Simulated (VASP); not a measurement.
# Al3In8N12 (P1) in VASP: relaxation of cell and atoms with PBE

Aim: the relaxation of cell and atoms of Al3In8N12 with PBE.

Program: VASP 6.6.1. These are calculated values, not measurements. Logs are shortened: lines on timing, memory, paths and dates and some standing lists are left out, and cuts for length are marked.

### 1 The cell of the first run

The typed cell holds 23 atoms: a = 5.923 Å, b = 8.093 Å, c = 8.093 Å, α = 78.96°, β = 68.54°, γ = 68.54°.

### 2 Relaxation of cell and atoms, PBE

File INCAR:

```
SYSTEM = Al3In8N12
PREC = Accurate ; ENCUT = 600
EDIFF = 1E-6 ; ISMEAR = 0
SIGMA = 0.1 ; LREAL = Auto
LASPH = .TRUE. ; NELM = 80
ALGO = Normal ; ISIF = 3
LWAVE = .FALSE. ; LCHARG = .FALSE.
GGA = PE ; IBRION = 2
NSW = 70 ; EDIFFG = -0.04
ISYM = 0
```

File KPOINTS:

```
Automatic mesh
0
Gamma
  3 2 2
  0 0.5 0.5
```

File POSCAR:

```
Al3In8N12
1.0
    0.0000000000      5.9227685382      0.0000000000
    5.1453312758      2.9613842691     -5.5002130701
   -5.1453312758      2.9613842691     -5.5002130701
Al In N
3 8 12
Direct
    0.1419577842      0.5050335449      0.5077077958
    0.6579815031      0.0032550943      0.0030044353
    0.5839157187      0.7571167020      0.7583737132
    0.6649330976      0.6722154076      0.3427880553
    0.1651690154      0.1631308339      0.8420521528
    0.6633326466      0.3401356362      0.6713744677
    0.1655435138      0.8420912291      0.1718156528
    0.0685329049      0.5917880567      0.9202282086
    0.5717415967      0.0960491609      0.4192052265
    0.0680793932      0.9202657190      0.5913834338
    0.5648172812      0.4210305778      0.1011718138
    0.3776483828      0.9585712916      0.6608368070
    0.8733266773      0.4597341020      0.1581134718
    0.3811835068      0.6575461160      0.9589311390
    0.8769111589      0.1564635494      0.4547983451
    0.2616653319      0.4036559689      0.7134783078
    0.7665854181      0.9089385203      0.2084864065
    0.2631376629      0.7040780587      0.4046154650
    0.7547624385      0.2109237655      0.9077208575
    0.8008545162      0.8274212590      0.8353493629
    0.3014378790      0.3295861422      0.3358760590
    0.7854782696      0.5801724690      0.5821386100
    0.2869872401      0.0805469746      0.0783267784
```

Potentials or basis: VASP PAW PBE potentials, release 64 (Al, In_d, N).

Launch:

```console
$ cat potpaw_PBE.64/Al/POTCAR potpaw_PBE.64/In_d/POTCAR potpaw_PBE.64/N/POTCAR > POTCAR
$ mpirun -np 1 vasp_std > vasp.out
```

OUTCAR:

```text
SYSTEM = Al3In8N12
   PREC = Accurate
   ENCUT = 600
   EDIFF = 1E-6
   ISMEAR = 0
   LREAL = Auto
   LASPH = .TRUE.
   NELM = 80
   ISIF = 3
   GGA = PE
   IBRION = 2
   NSW = 70
   EDIFFG = -0.04
   ISYM = 0

 ion  position               nearest neighbor table
   1  0.142  0.505  0.508-  22 1.86  21 1.91  18 1.92  16 1.97   4 3.30   6 3.30   3 3.31  11 3.34
                             9 3.37   8 3.38  10 3.39   7 3.47   5 3.48   6 3.52   4 3.54
   2  0.658  0.003  0.003-  20 1.90  19 1.91  17 1.92  23 1.94   3 3.30   8 3.34  10 3.35   7 3.36
                             5 3.36   9 3.41  11 3.42   5 3.42   6 3.44   4 3.45   7 3.47
   3  0.584  0.757  0.758-  14 1.87  12 1.88  20 1.90  22 1.95   2 3.30   1 3.31   8 3.32  10 3.32
                             5 3.33   7 3.37   4 3.39   6 3.41   9 3.49  11 3.49   8 3.50  10 3.51
   4  0.665  0.672  0.343-  18 2.17  17 2.19  13 2.19  22 2.21   1 3.30   3 3.39   6 3.40  11 3.40
                             8 3.40   9 3.41  10 3.42   7 3.44   7 3.44   2 3.45   1 3.54
   5  0.165  0.163  0.842-  12 2.13  19 2.19  23 2.19  16 2.19   3 3.33   7 3.35   2 3.36  10 3.39
                             9 3.40   2 3.42   8 3.45   6 3.45   6 3.47   1 3.48  11 3.49
   6  0.663  0.340  0.671-  16 2.15  19 2.15  15 2.21  22 2.22   1 3.30  10 3.38   9 3.39   4 3.40
                             3 3.41   8 3.43   2 3.44   5 3.45  11 3.46   5 3.47   1 3.52
   7  0.166  0.842  0.172-  17 2.14  18 2.16  14 2.19  23 2.21   5 3.35   2 3.36   3 3.37  10 3.37
                            11 3.38   9 3.43   4 3.44   4 3.44   8 3.44   1 3.47   2 3.47
   8  0.069  0.592  0.920-  13 2.16  20 2.17  16 2.17  14 2.24   3 3.32   2 3.34  10 3.38   1 3.38
                             4 3.40   6 3.43   7 3.44   5 3.45  11 3.46  11 3.48   3 3.50
   9  0.572  0.096  0.419-  15 2.16  21 2.16  17 2.19  12 2.20  11 3.31   1 3.37   6 3.39   5 3.40
                             2 3.41   4 3.41   7 3.43  10 3.43  10 3.49   3 3.49
  10  0.068  0.920  0.591-  15 2.16  18 2.22  20 2.23  12 2.24   3 3.32   2 3.35   7 3.37   8 3.38
                             6 3.38   5 3.39   1 3.39   4 3.42   9 3.43   9 3.49   3 3.51
  11  0.565  0.421  0.101-  14 2.17  21 2.17  13 2.18  19 2.22   9 3.31   1 3.34   7 3.38   4 3.40
                             2 3.42   6 3.46   8 3.46   8 3.48   5 3.49   3 3.49
  12  0.378  0.959  0.661-   3 1.88   5 2.13   9 2.20  10 2.24
  13  0.873  0.460  0.158-   8 2.16  11 2.18   4 2.19
  14  0.381  0.658  0.959-   3 1.87  11 2.17   7 2.19   8 2.24
  15  0.877  0.156  0.455-   9 2.16  10 2.16   6 2.21
  16  0.262  0.404  0.713-   1 1.97   6 2.15   8 2.17   5 2.19
  17  0.767  0.909  0.208-   2 1.92   7 2.14   4 2.19   9 2.19
  18  0.263  0.704  0.405-   1 1.92   7 2.16   4 2.17  10 2.22
  19  0.755  0.211  0.908-   2 1.91   6 2.15   5 2.19  11 2.22
  20  0.801  0.827  0.835-   2 1.90   3 1.90   8 2.17  10 2.23
  21  0.301  0.330  0.336-   1 1.91   9 2.16  11 2.17
  22  0.785  0.580  0.582-   1 1.86   3 1.95   4 2.21   6 2.22
  23  0.287  0.081  0.078-   2 1.94   5 2.19   7 2.21

IMPORTANT INFORMATION: All symmetrisations will be switched off!
NOSYMM: (Re-)initialisation of all symmetry stuff for point group C_1.

----------------------------------------------------------------------------------------

                                     Primitive cell

  volume of cell :     335.2337

  direct lattice vectors                    reciprocal lattice vectors
     0.000000000  5.922768538  0.000000000     0.000000000  0.168839959  0.090905569
     5.145331276  2.961384269 -5.500213070     0.097175473  0.000000000 -0.090905569
    -5.145331276  2.961384269 -5.500213070    -0.097175473  0.000000000 -0.090905569

  length of vectors
     5.922768538  8.092995400  8.092995400     0.191757019  0.133067258  0.133067258

  position of ions in fractional coordinates (direct lattice)
     0.141957784  0.505033545  0.507707796
     0.657981503  0.003255094  0.003004435
     0.583915719  0.757116702  0.758373713
     0.664933098  0.672215408  0.342788055
     0.165169015  0.163130834  0.842052153
     0.663332647  0.340135636  0.671374468
[... 15 lines left out ...]
     0.785478270  0.580172469  0.582138610
     0.286987240  0.080546975  0.078326778

  ion indices of the primitive-cell ions
   primitive index   ion index
                 1           1
                 2           2
                 3           3
                 4           4
                 5           5
                 6           6
[... 15 lines left out ...]
                22          22
                23          23

----------------------------------------------------------------------------------------

 KPOINTS: Automatic mesh

Automatic generation of k-mesh.
 Grid dimensions read from file:
 generate k-points for:    3    2    2

 Generating k-lattice:

  Cartesian coordinates                     Fractional coordinates (reciprocal lattice)
[... 44 lines left out ...]
 -0.333333 -0.250000  0.250000      2.000000
   k-points           NKPTS =      6   k-points in BZ     NKDIM =      6   number of bands    NBANDS=    103
   number of dos      NEDOS =    301   number of ions     NIONS =     23
   total plane-waves  NPLWV = 235200
   dimension x,y,z NGX =    48 NGY =   70 NGZ =   70
   dimension x,y,z NGXF=    96 NGYF=  140 NGZF=  140
   ions per type =               3   8  12
   NGX,Y,Z   is equivalent  to a cutoff of  13.47, 14.38, 14.38 a.u.
   NGXF,Y,Z  is equivalent  to a cutoff of  26.95, 28.76, 28.76 a.u.
 SYSTEM =  Al3In8N12
   PREC   = accura    normal or accurate (medium, high low for compatibility)
   ISTART =      0    job   : 0-new  1-cont  2-samecut
   ICHARG =      2    charge: 1-file 2-atom 10-const
   ISPIN  =      1    spin polarized calculation?
   LNONCOLLINEAR =      F non collinear calculations
   LSORBIT =      F    spin-orbit coupling
   LASPH  =      T    aspherical Exc in radial PAW
   ENCUT  =  600.0 eV  44.10 Ry    6.64 a.u.  11.83 16.16 16.16*2*pi/ulx,y,z
   NELM   =     80;   NELMIN=  2; NELMDL= -5     # of ELM steps
   EDIFF  = 0.1E-05   stopping-criterion for ELM
   LREAL  =      T    real-space projection
   EDIFFG = -.4E-01   stopping-criterion for IOM
   NSW    =     70    number of steps for IOM
   IBRION =      2    ionic relax: 0-MD 1-quasi-New 2-CG
   NFREE  =      1    steps in history (QN), initial steepest desc. (CG)
   ISIF   =      3    stress and relaxation
   ISYM   =      0    0-nonsym 1-usesym 2-fastsym
   POTIM  = 0.5000    time-step for ionic-motion
   TEBEG  =    0.0;   TEEND  =   0.0 temperature during run
   PSTRESS=    0.0 pullay stress
   NELECT =     173.0000    total number of electrons
   NUPDOWN=      -1.0000    fix difference up-down
   EMIN   =  10.00;   EMAX   =-10.00  energy-range for DOS
   EFERMI =   0.00;   METHOD = LEGACY
   ISMEAR =     0;   SIGMA  =   0.10  broadening in eV -4-tet -1-fermi 0-gaus
   EFERMI_NEDOS =   21; number of points for ismear=-14 and -15
   IALGO  =     38    algorithm
   IMIX   =      4    mixing-type and parameters
     AMIX     =   0.40;   BMIX     =  1.00
     AMIX_MAG =   1.60;   BMIX_MAG =  1.00
  volume/ion in A,a.u.               =      14.58        98.36
  Fermi-wavevector in a.u.,A,eV,Ry     =   1.313130  2.481456 23.460661  1.724310
  Thomas-Fermi vector in A             =   2.443474
   LORBIT       =      0    0 simple, 1 ext, 2 COOP (PROOUT), +10 PAW based schemes
   GGA     = PE    functional components
   LHFCALC =     F    Hartree Fock is set to
   AEXX    =    0.0000 exact exchange contribution
   IVDW    =     0    specifies the selected vdW correction
   LEPSILON=     F    determine dielectric tensor
   LRPA    =     F    only Hartree local field effects (RPA)
 conjugate gradient relaxation of ions
 non-spin polarized calculation
 Gauss-broadening in eV      SIGMA  =   0.10
  energy-cutoff  :      600.00
  volume of cell :      335.23
 maximum number of plane-waves:     11207
   NGX = 23   NGY = 33   NGZ = 33

--------------------------------------- Ionic step        1  -------------------------------------------

 number of electron     173.0000008 magnetization

 Free energy of the ion-electron system (eV)
  ---------------------------------------------------
  ext. energy  EPLUGINS =         0.00000000
  ---------------------------------------------------
  free energy    TOTEN  =      -130.65022150 eV

  energy without entropy =     -130.59581485  energy(sigma->0) =     -130.62301817

------------------------ aborting loop because EDIFF is reached ----------------------------------------

  FORCE on cell =-STRESS in cart. coord.  units (eV):
  Direction    XX          YY          ZZ          XY          YZ          ZX
  --------------------------------------------------------------------------------------
  -------------------------------------------------------------------------------------
  Total       -1.3596820      0.5109546      0.6601798     -0.5423933      0.8476140     -0.0609825
  in kB       -6.4983085      2.4419977      3.1551877     -2.5922522      4.0509891     -0.2914527
  external PRESSURE =      -0.3003744 kB  Pullay stress =       0.0000000 kB
[... 152 lines left out ...]
  FREE ENERGIE OF THE ION-ELECTRON SYSTEM (eV)
  ---------------------------------------------------
  free  energy   TOTEN  =      -131.0756748411 eV

  energy  without entropy=     -131.0268127784  energy(sigma->0) =     -131.05124381

[... ionic steps 4 to 13 ...]

--------------------------------------- Ionic step       14  -------------------------------------------

 number of electron     172.9999990 magnetization

------------------------ aborting loop because EDIFF is reached ----------------------------------------
[... 109 lines left out ...]
--------------------------------------- Ionic step       16  -------------------------------------------

 number of electron     172.9999989 magnetization

 Free energy of the ion-electron system (eV)
  ---------------------------------------------------
  ext. energy  EPLUGINS =         0.00000000
  ---------------------------------------------------
  free energy    TOTEN  =      -131.42951171 eV

  energy without entropy =     -131.36747478  energy(sigma->0) =     -131.39849325

 E-fermi :   5.3911     XC(G=0): -10.3662

 val. band max:        5.3614838679   @ k =   0.3333  -0.2500   0.2500
 cond. band min:       5.4421009646   @ k =  -0.3333  -0.2500   0.2500
 fundamental gap:      0.0806170967
 Fermi energy:         5.3911389635

 k-point     1 :       0.0000    0.2500    0.2500
  band No.  band energies     occupation
      1      -9.2425      2.00000
      2      -9.2155      2.00000
      3      -9.1564      2.00000
      4      -9.0186      2.00000
      5      -8.9933      2.00000
      6      -8.9862      2.00000
[... 595 lines left out ...]
     97      10.6378      0.00000
     98      10.9054      0.00000
 [bands above 98 left out]

------------------------ aborting loop because EDIFF is reached ----------------------------------------

  FORCE on cell =-STRESS in cart. coord.  units (eV):
  Direction    XX          YY          ZZ          XY          YZ          ZX
  --------------------------------------------------------------------------------------
  -------------------------------------------------------------------------------------
  Total        0.1215462      0.1243350      0.0924842      0.0345797     -0.0553498      0.0084136
  in kB        0.5670202      0.5800301      0.4314445      0.1613163     -0.2582102      0.0392497
  external PRESSURE =       0.5261649 kB  Pullay stress =       0.0000000 kB
[... 38 lines left out ...]
  FREE ENERGIE OF THE ION-ELECTRON SYSTEM (eV)
  ---------------------------------------------------
  free  energy   TOTEN  =      -131.4295117119 eV

  energy  without entropy=     -131.3674747812  energy(sigma->0) =     -131.39849325

 reached required accuracy - stopping structural energy minimisation
```

It took 71 min on 1 thread of Intel Xeon 6975P-C (Granite Rapids), shared host; peak memory 0.68 GiB.

Results:

```
Free energy                           : -131.4295 eV
Relaxed volume                        : 14.93 Å³/atom
Relaxed cell                          : a = 5.965 Å, b = 8.168 Å, c = 8.170 Å, α = 78.36°, β = 68.47°, γ = 68.50°
Space group after relaxing (to 0.1 Å) : Cm (No. 8)
Energy gained by relaxing             : 33.9 meV/atom
Ionic steps                           : 16
Pressure after relaxing               : 0.1 GPa
Largest force after relaxing          : 0.034 eV/Å
Band gap on the k mesh                : zero (an odd number of electrons rules out a gap without spin polarisation)
```

Forces in eV/Å, atoms in the order of the input:
```
Al   0.011 -0.006  0.021
Al   0.012  0.006  0.007
Al  -0.006 -0.009 -0.020
In  -0.016  0.002 -0.014
In  -0.022  0.011  0.023
In   0.012  0.003 -0.029
In   0.000  0.008  0.024
In  -0.009 -0.009 -0.003
In  -0.014  0.006 -0.002
In   0.012 -0.003  0.009
In   0.004  0.010 -0.004
N    0.003 -0.002  0.008
N   -0.005  0.007 -0.012
N   -0.002 -0.009  0.010
N    0.002  0.001 -0.009
N   -0.006 -0.020  0.004
N   -0.011 -0.002 -0.008
N    0.012 -0.016  0.000
N    0.004 -0.005  0.007
N    0.009  0.018 -0.007
N    0.003 -0.019 -0.015
N   -0.006  0.009  0.002
N    0.013  0.018  0.007
```

Step by step:
| step | energy change (eV) | largest force (eV/Å) | pressure (GPa) | volume (Å³) |
| --- | --- | --- | --- | --- |
| 1 | 0.0000 | 1.5080 | -0.03 | 335.23 |
| 2 | -0.4174 | 0.7983 | 0.42 | 335.10 |
| 3 | -0.4255 | 0.6867 | 0.56 | 335.08 |
| 4 | -0.5501 | 0.5172 | 0.07 | 337.59 |
| 5 | -0.5858 | 0.7428 | -0.31 | 339.82 |
| 6 | -0.6773 | 0.4723 | -0.12 | 340.48 |
| 7 | -0.7245 | 0.5465 | 0.18 | 341.39 |
| 8 | -0.7634 | 0.1682 | 0.03 | 342.61 |
| 9 | -0.7638 | 0.2262 | 0.03 | 342.74 |
| 10 | -0.7721 | 0.0871 | -0.03 | 343.12 |
| 11 | -0.7735 | 0.1050 | -0.04 | 343.33 |
| 12 | -0.7761 | 0.0542 | 0.02 | 343.26 |
| 13 | -0.7764 | 0.0633 | 0.07 | 343.22 |
| 14 | -0.7779 | 0.0503 | -0.03 | 343.55 |
| 15 | -0.7781 | 0.0568 | -0.08 | 343.73 |
| 16 | -0.7793 | 0.0338 | 0.05 | 343.44 |

Final structure:
```
Al In N
1.0
    -0.00145    5.96455   -0.00759
     5.15990    2.98807   -5.58219
    -5.16179    2.99053   -5.58261
Al In N
3 8 12
Direct
  0.14927 0.51114 0.51301
  0.66653 0.00096 0.00275
  0.58295 0.75756 0.75904
  0.66783 0.66576 0.34632
  0.16533 0.17196 0.84271
  0.66804 0.34455 0.66751
  0.16498 0.84122 0.17365
  0.07412 0.59263 0.91933
  0.56324 0.09373 0.41548
  0.07393 0.91759 0.59441
  0.56276 0.41395 0.09527
  0.37142 0.95806 0.65751
  0.84397 0.48402 0.14617
  0.37138 0.65603 0.95970
  0.84455 0.14463 0.48550
  0.25932 0.40983 0.71302
  0.76147 0.90626 0.21019
  0.25911 0.71133 0.41146
  0.76151 0.20864 0.90796
  0.80671 0.82807 0.82997
  0.32339 0.34207 0.34387
  0.78326 0.58354 0.58503
  0.32089 0.04622 0.04793
```

Caveat: the k points lie up to 0.41 Å⁻¹ apart in the final cell, too coarse for converged energies and pressures of a metal; spin-orbit coupling is left out, which moves the levels of the heavy elements.
